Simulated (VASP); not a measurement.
# GaAs (F-43m) in VASP: further runs

GaAs is run at these levels: LDA; tasks: single point, relaxation of cell and atoms.

All numbers are computed with VASP 6.6.1; they aren't measurements. Logs are shortened: lines on timing, memory, paths and dates and some standing lists are left out, and cuts for length are marked.

**What was measured.**

“Evidence of valence band perturbations in GaAsN/GaAs(001): A combined variable-angle spectroscopic ellipsometry and modulated photoreflectance investigation”, 2008, arxiv:0805.2212 reports, for a bulk crystal of GaAs at 300 K: band gap 1.412 ± 0.01 eV (direct).

The results are compared with them further down.

**1. The cell of the first run**

Symmetry: F-43m, No. 216, cubic system. The conventional cell has a = 5.555 Å, b = 5.555 Å, c = 5.555 Å, α = 90.00°, β = 90.00°, γ = 90.00°. Ga (site symmetry -43m) has 4 As at 2.41 Å within 3.2 Å. Within 3.2 Å of As (site symmetry -43m) lie 4 Ga at 2.41 Å.

**2. Single point, LDA**

INCAR

```
PREC = Accurate ; ENCUT = 500
EDIFF = 1E-6 ; ISMEAR = 0
SIGMA = 0.01 ; LREAL = F
LASPH = T ; NELM = 120
ALGO = Normal ; ISIF = 2
LWAVE = F ; LCHARG = F
NBANDS = 16 ; GGA_COMPAT = F
```

KPOINTS

```
regular mesh
0
Gamma
  8 8 8
```

POSCAR

```
GaAs
1.0
    2.7776029731      2.7776029731      0.0000000000
   -2.7776029731      2.7776029731      0.0000000000
    0.0000000000      2.7776029731      2.7776029731
Ga As
1 1
Direct
    0.0000000000      0.0000000000      0.0000000000
    0.7500000000      0.2500000000      0.5000000000
```

Potentials or basis: VASP PAW LDA potentials, release 64 (Ga_d, As).

Run with:

```console
> cat potpaw_LDA.64/Ga_d/POTCAR potpaw_LDA.64/As/POTCAR > POTCAR
> mpirun -np 1 vasp_std > vasp.out
```

OUTCAR:

```text
PREC = Accurate
   ENCUT = 500
   EDIFF = 1E-6
   ISMEAR = 0
   LREAL = F
   LASPH = T
   NELM = 120
   ISIF = 2

 ion  position               nearest neighbor table
   1  0.000  0.000  0.000-   2 2.41   2 2.41   2 2.41   2 2.41
   2  0.750  0.250  0.500-   1 2.41   1 2.41   1 2.41   1 2.41

  LATTYP: Found a face centered cubic cell.
 ALAT       =     5.5552059462

  Lattice vectors:

 A1 = (   0.0000000000,   2.7776029731,   2.7776029731)
 A2 = (   2.7776029731,   0.0000000000,   2.7776029731)
 A3 = (   2.7776029731,   2.7776029731,   0.0000000000)

Analysis of symmetry for initial positions (statically):
=====================================================================
 Subroutine PRICEL returns:
 Original cell was already a primitive cell.

 Routine SETGRP: Setting up the symmetry group for a
 face centered cubic supercell.

 Subroutine GETGRP returns: Found 24 space group operations
 (whereof 24 operations were pure point group operations)
 out of a pool of 48 trial point group operations.

The static configuration has the point symmetry T_d .

Analysis of symmetry for dynamics (positions and initial velocities):
=====================================================================
 Subroutine PRICEL returns:
 Original cell was already a primitive cell.

 Routine SETGRP: Setting up the symmetry group for a
 face centered cubic supercell.

 Subroutine GETGRP returns: Found 24 space group operations
 (whereof 24 operations were pure point group operations)
 out of a pool of 48 trial point group operations.

The dynamic configuration has the point symmetry T_d .

 Subroutine INISYM returns: Found 24 space group operations
 (whereof 24 operations are pure point group operations),
 and found     1 'primitive' translations

----------------------------------------------------------------------------------------

                                     Primitive cell

  volume of cell :      42.8588

  direct lattice vectors                    reciprocal lattice vectors
     2.777602973  2.777602973  0.000000000     0.180011328  0.180011328 -0.180011328
    -2.777602973  2.777602973  0.000000000    -0.180011328  0.180011328 -0.180011328
     0.000000000  2.777602973  2.777602973     0.000000000  0.000000000  0.360022656

  length of vectors
     3.928123795  3.928123795  3.928123795     0.311788766  0.311788766  0.360022656

[... 78 lines left out ...]
   ENCUT  =  500.0 eV  36.75 Ry    6.06 a.u.   7.16  7.16  7.16*2*pi/ulx,y,z
   NELM   =    120;   NELMIN=  2; NELMDL= -5     # of ELM steps
   EDIFF  = 0.1E-05   stopping-criterion for ELM
   LREAL  =      F    real-space projection
   EDIFFG = 0.1E-04   stopping-criterion for IOM
   NSW    =      0    number of steps for IOM
   IBRION =     -1    ionic relax: 0-MD 1-quasi-New 2-CG
   NFREE  =      0    steps in history (QN), initial steepest desc. (CG)
   ISIF   =      2    stress and relaxation
   ISYM   =      2    0-nonsym 1-usesym 2-fastsym
   POTIM  = 0.5000    time-step for ionic-motion
   TEBEG  =    0.0;   TEEND  =   0.0 temperature during run
   PSTRESS=    0.0 pullay stress
   NELECT =      18.0000    total number of electrons
   NUPDOWN=      -1.0000    fix difference up-down
   EMIN   =  10.00;   EMAX   =-10.00  energy-range for DOS
   EFERMI =   0.00;   METHOD = LEGACY
   ISMEAR =     0;   SIGMA  =   0.01  broadening in eV -4-tet -1-fermi 0-gaus
   EFERMI_NEDOS =   21; number of points for ismear=-14 and -15
   IALGO  =     38    algorithm
   IMIX   =      4    mixing-type and parameters
     AMIX     =   0.40;   BMIX     =  1.00
     AMIX_MAG =   1.60;   BMIX_MAG =  1.00
  volume/ion in A,a.u.               =      21.43       144.61
  Fermi-wavevector in a.u.,A,eV,Ry     =   1.225986  2.316778 20.450122  1.503042
  Thomas-Fermi vector in A             =   2.361004
   LORBIT       =      0    0 simple, 1 ext, 2 COOP (PROOUT), +10 PAW based schemes
   GGA     = CA    functional components
   LHFCALC =     F    Hartree Fock is set to
   AEXX    =    0.0000 exact exchange contribution
   IVDW    =     0    specifies the selected vdW correction
   LEPSILON=     F    determine dielectric tensor
   LRPA    =     F    only Hartree local field effects (RPA)
 non-spin polarized calculation
 Gauss-broadening in eV      SIGMA  =   0.01
  energy-cutoff  :      500.00
  volume of cell :       42.86
 maximum number of plane-waves:      1106
 NGX is ok and might be reduce to    30
   NGX = 15   NGY = 15   NGZ = 15

 number of electron      18.0000013 magnetization

 Free energy of the ion-electron system (eV)
  ---------------------------------------------------
  ext. energy  EPLUGINS =         0.00000000
  ---------------------------------------------------
  free energy    TOTEN  =        -9.62757691 eV

  energy without entropy =       -9.62757691  energy(sigma->0) =       -9.62757691

 E-fermi :   4.3924     XC(G=0): -10.1465

 val. band max:        4.3205798814   @ k =   0.0000   0.0000   0.0000
 cond. band min:       5.0546353105   @ k =   0.0000   0.0000   0.0000
 fundamental gap:      0.7340554291
 Fermi energy:         4.3923966641

 k-point     1 :       0.0000    0.0000    0.0000
  band No.  band energies     occupation
      1     -10.7154      2.00000
      2     -10.7154      2.00000
      3     -10.7154      2.00000
      4     -10.6237      2.00000
      5     -10.6237      2.00000
      6      -8.8353      2.00000
[... 433 lines left out ...]
      3     -10.6774      2.00000
      4     -10.6292      2.00000
      5     -10.6198      2.00000
      6      -6.5288      2.00000
[... 8 lines left out ...]
     15      15.9995      0.00000
     16      16.6654      0.00000

 [... further k-points ...]

------------------------ aborting loop because EDIFF is reached ----------------------------------------

  FORCE on cell =-STRESS in cart. coord.  units (eV):
  Direction    XX          YY          ZZ          XY          YZ          ZX
  --------------------------------------------------------------------------------------
  -------------------------------------------------------------------------------------
  Total        0.6350296      0.6350296      0.6350296     -0.0000000      0.0000000     -0.0000000
  in kB       23.7390898     23.7390898     23.7390898     -0.0000000      0.0000000     -0.0000000
  external PRESSURE =      23.7390898 kB  Pullay stress =       0.0000000 kB

 VOLUME and BASIS-vectors are now :
 -----------------------------------------------------------------------------
  energy-cutoff  :      500.00
  volume of cell :       42.86
      direct lattice vectors                 reciprocal lattice vectors
     2.777602973  2.777602973  0.000000000     0.180011328  0.180011328 -0.180011328
    -2.777602973  2.777602973  0.000000000    -0.180011328  0.180011328 -0.180011328
     0.000000000  2.777602973  2.777602973     0.000000000  0.000000000  0.360022656

 POSITION                                       TOTAL-FORCE (eV/Angst)
 -----------------------------------------------------------------------------------
      0.00000      0.00000      0.00000        -0.000000      0.000000      0.000000
      1.38880      4.16640      1.38880         0.000000     -0.000000      0.000000
 -----------------------------------------------------------------------------------
    total drift:                               -0.000000     -0.000000      0.000000

  FREE ENERGIE OF THE ION-ELECTRON SYSTEM (eV)
  ---------------------------------------------------
  free  energy   TOTEN  =        -9.6275769078 eV

  energy  without entropy=       -9.6275769078  energy(sigma->0) =       -9.62757691
```

stdout:

```text
POSCAR found type information on POSCAR GaAs
 POSCAR found :  2 types and       2 ions
 scaLAPACK will be used
 LDA part: xc-table for (Slater(with rela. corr.)+CA(PZ))
 , standard interpolation
 POSCAR, INCAR and KPOINTS ok, starting setup
 FFT: planning ... GRIDC
 FFT: planning ... GRID_SOFT
 FFT: planning ... GRID
 WAVECAR not read
 entering main loop
```

Wall time 15 s (1 thread of Intel Xeon 6975P-C, shared host); peak memory 0.16 GiB.

What came out:

```
Free energy            : -9.6276 eV
Pressure               : 2.4 GPa
Band gap on the k mesh : 0.73 eV, direct
```

Levels at points of the mesh, in eV from the valence-band top:
```csv
k point,band 5,band 6,band 7,band 8,band 9,band 10,band 11,band 12,band 13,band 14
"(0.00, 0.00, 0.00)",-14.94,-13.16,0.00,0.00,0.00,0.73,3.68,3.68,3.68,7.51
"(0.50, 0.00, 0.00)",-14.94,-11.22,-6.99,-1.23,-1.23,1.01,4.60,4.60,7.61,10.61
"(0.50, 0.50, 0.00)",-14.93,-10.41,-7.13,-2.88,-2.88,1.24,1.52,10.47,10.47,11.28
```

**3. Single point, LDA**

This run uses another cell than the first one, of 22.61 Å³/atom, 1.055 times its volume.

INCAR

```
SYSTEM = GaAs
PREC = Accurate
ENCUT = 500
EDIFF = 1E-6
ISMEAR = 0
SIGMA = 0.01
LREAL = .FALSE.
LASPH = .TRUE.
NELM = 120
ALGO = Normal
ISIF = 2
LWAVE = .FALSE.
LCHARG = .FALSE.
GGA = CA
NBANDS = 16
GGA_COMPAT = .FALSE.
```

KPOINTS

```
regular mesh
0
G
  8 8 8
  0 0 0
```

POSCAR

```
GaAs
1.0
    2.8277991107      2.8277991107      0.0000000000
   -2.8277991107      2.8277991107      0.0000000000
    0.0000000000      2.8277991107      2.8277991107
Ga As
1 1
Direct
    0.0000000000      0.0000000000      0.0000000000
    0.7500000000      0.2500000000      0.5000000000
```

Potentials or basis: VASP PAW LDA potentials, release 64 (Ga_d, As).

Run with:

```console
> cat potpaw_LDA.64/Ga_d/POTCAR potpaw_LDA.64/As/POTCAR > POTCAR
> mpirun -np 1 vasp_std > vasp.out
```

OUTCAR:

```text
SYSTEM = GaAs
   PREC = Accurate
   ENCUT = 500
   EDIFF = 1E-6
   ISMEAR = 0
   LREAL = .FALSE.
   LASPH = .TRUE.
   NELM = 120
   ISIF = 2
   GGA = CA

 ion  position               nearest neighbor table
   1  0.000  0.000  0.000-   2 2.45   2 2.45   2 2.45   2 2.45
   2  0.750  0.250  0.500-   1 2.45   1 2.45   1 2.45   1 2.45

  LATTYP: Found a face centered cubic cell.
 ALAT       =     5.6555982214

  Lattice vectors:

 A1 = (   0.0000000000,   2.8277991107,   2.8277991107)
 A2 = (   2.8277991107,   0.0000000000,   2.8277991107)
 A3 = (   2.8277991107,   2.8277991107,   0.0000000000)

Analysis of symmetry for initial positions (statically):
=====================================================================
 Subroutine PRICEL returns:
 Original cell was already a primitive cell.

 Routine SETGRP: Setting up the symmetry group for a
 face centered cubic supercell.

 Subroutine GETGRP returns: Found 24 space group operations
 (whereof 24 operations were pure point group operations)
 out of a pool of 48 trial point group operations.

The static configuration has the point symmetry T_d .

Analysis of symmetry for dynamics (positions and initial velocities):
=====================================================================
 Subroutine PRICEL returns:
 Original cell was already a primitive cell.

 Routine SETGRP: Setting up the symmetry group for a
 face centered cubic supercell.

 Subroutine GETGRP returns: Found 24 space group operations
 (whereof 24 operations were pure point group operations)
 out of a pool of 48 trial point group operations.

The dynamic configuration has the point symmetry T_d .

 Subroutine INISYM returns: Found 24 space group operations
 (whereof 24 operations are pure point group operations),
 and found     1 'primitive' translations

----------------------------------------------------------------------------------------

[... 111 lines left out ...]
     AMIX     =   0.40;   BMIX     =  1.00
     AMIX_MAG =   1.60;   BMIX_MAG =  1.00
  volume/ion in A,a.u.               =      22.61       152.60
  Fermi-wavevector in a.u.,A,eV,Ry     =   1.204224  2.275653 19.730548  1.450154
  Thomas-Fermi vector in A             =   2.339955
   LORBIT       =      0    0 simple, 1 ext, 2 COOP (PROOUT), +10 PAW based schemes
   GGA     = CA    functional components
   LHFCALC =     F    Hartree Fock is set to
   AEXX    =    0.0000 exact exchange contribution
   IVDW    =     0    specifies the selected vdW correction
   LEPSILON=     F    determine dielectric tensor
   LRPA    =     F    only Hartree local field effects (RPA)
 non-spin polarized calculation
 Gauss-broadening in eV      SIGMA  =   0.01
  energy-cutoff  :      500.00
  volume of cell :       45.22
 maximum number of plane-waves:      1174
 NGX is ok and might be reduce to    30
   NGX = 15   NGY = 15   NGZ = 15

 number of electron      17.9999994 magnetization

 Free energy of the ion-electron system (eV)
  ---------------------------------------------------
  ext. energy  EPLUGINS =         0.00000000
  ---------------------------------------------------
  free energy    TOTEN  =        -9.63121480 eV

  energy without entropy =       -9.63121480  energy(sigma->0) =       -9.63121480

 E-fermi :   3.8640     XC(G=0):  -9.9075

 val. band max:        3.7926907143   @ k =   0.0000   0.0000   0.0000
 cond. band min:       4.1162748026   @ k =   0.0000   0.0000   0.0000
 fundamental gap:      0.3235840883
 Fermi energy:         3.8640412234

 k-point     1 :       0.0000    0.0000    0.0000
  band No.  band energies     occupation
      1     -11.1362      2.00000
      2     -11.1362      2.00000
      3     -11.1362      2.00000
      4     -11.0584      2.00000
      5     -11.0584      2.00000
      6      -8.9646      2.00000
[... 433 lines left out ...]
      3     -11.1045      2.00000
      4     -11.0628      2.00000
      5     -11.0550      2.00000
      6      -6.8618      2.00000
[... 8 lines left out ...]
     15      15.2873      0.00000
     16      15.8083      0.00000

 [... further k-points ...]

------------------------ aborting loop because EDIFF is reached ----------------------------------------

  FORCE on cell =-STRESS in cart. coord.  units (eV):
  Direction    XX          YY          ZZ          XY          YZ          ZX
  --------------------------------------------------------------------------------------
  -------------------------------------------------------------------------------------
  Total       -0.4796869     -0.4796869     -0.4796869      0.0000000      0.0000000      0.0000000
  in kB      -16.9938880    -16.9938880    -16.9938880      0.0000000      0.0000000      0.0000000
  external PRESSURE =     -16.9938880 kB  Pullay stress =       0.0000000 kB

 VOLUME and BASIS-vectors are now :
 -----------------------------------------------------------------------------
  energy-cutoff  :      500.00
  volume of cell :       45.22
      direct lattice vectors                 reciprocal lattice vectors
     2.827799111  2.827799111  0.000000000     0.176815955  0.176815955 -0.176815955
    -2.827799111  2.827799111  0.000000000    -0.176815955  0.176815955 -0.176815955
     0.000000000  2.827799111  2.827799111     0.000000000  0.000000000  0.353631910

 POSITION                                       TOTAL-FORCE (eV/Angst)
 -----------------------------------------------------------------------------------
      0.00000      0.00000      0.00000        -0.000000      0.000000      0.000000
      1.41390      4.24170      1.41390         0.000000     -0.000000      0.000000
 -----------------------------------------------------------------------------------
    total drift:                                0.000001     -0.000000     -0.000000

  FREE ENERGIE OF THE ION-ELECTRON SYSTEM (eV)
  ---------------------------------------------------
  free  energy   TOTEN  =        -9.6312147980 eV

  energy  without entropy=       -9.6312147980  energy(sigma->0) =       -9.63121480
```

stdout:

```text
POSCAR found type information on POSCAR GaAs
 POSCAR found :  2 types and       2 ions
 scaLAPACK will be used
 LDA part: xc-table for (Slater(with rela. corr.)+CA(PZ))
 , standard interpolation
 POSCAR, INCAR and KPOINTS ok, starting setup
 FFT: planning ... GRIDC
 FFT: planning ... GRID_SOFT
 FFT: planning ... GRID
 WAVECAR not read
 entering main loop
```

Run time: 14 s. Hardware: 1 thread of Intel Xeon 6975P-C, shared host; peak memory 0.16 GiB.

What came out:

| Item | Value |
| --- | --- |
| Free energy | -9.6312 eV |
| Pressure | -1.7 GPa |
| Band gap on the k mesh | 0.32 eV, direct |

Levels at points of the mesh, in eV from the valence-band top:
| k point | band 7 | band 8 | band 9 | band 10 | band 11 | band 12 |
| --- | --- | --- | --- | --- | --- | --- |
| (0.00, 0.00, 0.00) | 0.00 | 0.00 | 0.00 | 0.32 | 3.67 | 3.67 |
| (0.50, 0.00, 0.00) | -6.69 | -1.15 | -1.15 | 0.86 | 4.58 | 4.58 |
| (0.50, 0.50, 0.00) | -6.87 | -2.69 | -2.69 | 1.34 | 1.55 | 10.03 |

**4. Relaxation of cell and atoms, LDA, target pressure -2 GPa, at which the enthalpy is minimised**

This run uses another cell than the first one, of 21.99 Å³/atom, 1.026 times its volume.

INCAR

```
SYSTEM = GaAs
ALGO = Normal
EDIFF = 1E-7
EDIFFG = -0.002
ENCUT = 500
GGA = CA
GGA_COMPAT = .False.
IBRION = 2
ISIF = 3
ISMEAR = 0
LASPH = .True.
LCHARG = .False.
LREAL = .False.
LWAVE = .False.
NELM = 120
NELMIN = 4
NSW = 100
PREC = Accurate
PSTRESS = -20.0
SIGMA = 0.01
```

KPOINTS

```
k-points
0
Gamma
  8 8 8
  0 0 0
```

POSCAR

```
GaAs
1.0
    2.8014470115      2.8014470115      0.0000000000
   -2.8014470115      2.8014470115      0.0000000000
    0.0000000000      2.8014470115      2.8014470115
Ga As
1 1
Direct
    0.0000000000      0.0000000000      0.0000000000
    0.7500000000      0.2500000000      0.5000000000
```

Run with:

```console
> cat potpaw_LDA.64/Ga_d/POTCAR potpaw_LDA.64/As/POTCAR > POTCAR
> mpirun -np 1 vasp_std > vasp.out
```

It took 30 s on 1 thread of Intel Xeon 6975P-C, shared host; peak memory 0.16 GiB.

The run converged. Its results:

```yaml
Free_energy: -9.6288 eV
Relaxed_volume: 22.71 Å³/atom
Relaxed_cell: a = 4.005 Å, b = 4.005 Å, c = 4.005 Å, α = 60.00°, β = 60.00°, γ = 90.00°
Space_group_after_relaxing_to_0.05_Å: F-43m (No. 216)
Energy_change_on_relaxing_the_enthalpy_is_what_falls: +4.0 meV/atom
Ionic_steps: 3
Pressure_after_relaxing: -2.0 GPa
Band_gap_on_the_k_mesh: 0.29 eV, direct
```

Step by step:
```csv
step,energy change (eV),largest force (eV/Å),pressure (GPa),volume (Å³)
1,0.0000,0.0000,0.31,43.97
2,0.0169,0.0000,-2.82,46.02
3,0.0080,0.0000,-2.01,45.43
```

Final structure:
```
Ga As
1.0
     2.83200    2.83200    0.00000
    -2.83200    2.83200    0.00000
     0.00000    2.83200    2.83200
Ga As
1 1
Direct
  0.00000 0.00000 0.00000
  0.75000 0.25000 0.50000
```

Levels at points of the mesh, in eV from the valence-band top:
```csv
k point,band 5,band 6,band 7,band 8,band 9,band 10,band 11,band 12,band 13
"(0.00, 0.00, 0.00)",-14.84,-12.73,0.00,0.00,0.00,0.29,3.67,3.67,3.67
"(0.50, 0.00, 0.00)",-14.84,-10.98,-6.66,-1.14,-1.14,0.85,4.58,4.58,7.56
"(0.50, 0.50, 0.00)",-14.83,-10.24,-6.85,-2.67,-2.67,1.35,1.55,10.00,10.00
```

Caveat: the cell is relaxed towards a set pressure, so the enthalpy falls and the energy may rise.

**5. Summary**

| task | cell | gap on the mesh (eV) | pressure (GPa) |
| --- | --- | --- | --- |
| single point | a = 3.928 Å, angles 60.0, 60.0, 90.0°, 2 atoms | 0.73 | 2.4 |
| single point | a = 3.999 Å, angles 60.0, 60.0, 90.0°, 2 atoms | 0.32 | -1.7 |
| relaxation of cell and atoms | relaxed to -2 GPa from a = 3.962 Å, angles 60.0, 60.0, 90.0°, 2 atoms | 0.29 | -2.0 |

Alike in all rows: level LDA; potentials or basis VASP PAW LDA potentials, release 64 (Ga_d, As); no spin polarisation; k mesh 8 × 8 × 8; cutoff (eV) 500; smearing gaussian 0.01 eV.

Caveats: the cell is relaxed towards a set pressure, so the enthalpy falls and the energy may rise (some runs).

Absolute energies hang on the potentials; compare differences alone.

**6. Against experiment**

Step 2. Measured gap of GaAs: 1.412 eV (direct; 300 K; “Evidence of valence band perturbations in GaAsN/GaAs(001): A combined variable-angle spectroscopic ellipsometry and modulated photoreflectance investigation”, 2008, arxiv:0805.2212). This calculation gives 0.73 eV (-0.68 eV). 3 values of this kind are on record (1.412 to 1.51 eV); this one was drawn at random among those near their median, those with a stated uncertainty first. Spin-orbit coupling on As, Ga is left out. The value is that of LDA on a finite k mesh, which can miss the band edges, without temperature or zero-point motion. Semilocal functionals fall short of measured gaps as a rule.
